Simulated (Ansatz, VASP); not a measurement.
## One calculation of ZrC, two programs

```xyz
4
Lattice="3.3723 0.0000 0.0000 -1.6861 2.9205 0.0000 0.0000 0.0000 5.2944" Properties=species:S:1:pos:R:3 pbc="T T T"
Zr    0.0000    0.0000    0.0000
Zr    0.0000    1.9470    2.6472
C     1.6861    0.9735    1.3236
C     1.6861    0.9735    3.9708
```

Alike in both runs: functional PBE; k mesh 12 × 12 × 9; occupations gaussian, width 0.1 eV; no spin polarisation.

Ansatz relaxed the structure, and its values are those at the end. VASP's run is a single point on that final structure, the one shown.

|  | VASP | Ansatz |
| --- | --- | --- |
| version | VASP 6.6.1 | Ansatz 0.2.0 |
| potentials or method | VASP PAW PBE potentials, release 64 (Zr_sv, C), cutoff 520 eV | scalar-relativistic, plane waves, PAW |
| valence electrons in the cell | 32 | 32 |

|  | VASP | Ansatz | Ansatz less VASP |
| --- | --- | --- | --- |
| gap on the k mesh at the Fermi level (eV) | none | none | - |
| pressure (GPa) | 0.2 | 0.0 | -0.25 |

A gap of «none» marks a metal or a gap that the smearing closes.
